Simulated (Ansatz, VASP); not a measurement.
Two plane-wave programs on BaS

```xyz
2
Lattice="0.0000 3.2127 3.2127 3.2127 0.0000 3.2127 3.2127 3.2127 0.0000" Properties=species:S:1:pos:R:3 pbc="T T T"
Ba    0.0000    0.0000    0.0000
S     3.2127    3.2127    3.2127
```

Alike in both runs: functional r2SCAN; k mesh 6 × 6 × 6; occupations gaussian, width 0.02 eV; no spin polarisation.

Ansatz relaxed the structure, and its values are those at the end. VASP's run is a single point on that final structure, the one shown.

```csv
,VASP,Ansatz
version,VASP 6.6.1,Ansatz 0.2.0
potentials or method,"VASP PAW PBE potentials, release 64 (Ba_sv, S), cutoff 520 eV","scalar-relativistic, plane waves, PAW"
valence electrons in the cell,16,16
```

Ansatz gave:

```
gap on the k mesh at the Fermi level (eV) : 2.58
least direct gap on the mesh (eV)         : 2.69
pressure (GPa)                            : 0.0
```

What did VASP give for the same quantities?

gap on the k mesh at the Fermi level (eV): 2.49; least direct gap on the mesh (eV): 2.64; pressure (GPa): 0.5.

VASP's potentials were made for PBE, not for r2SCAN.

Spin-orbit coupling is off throughout.
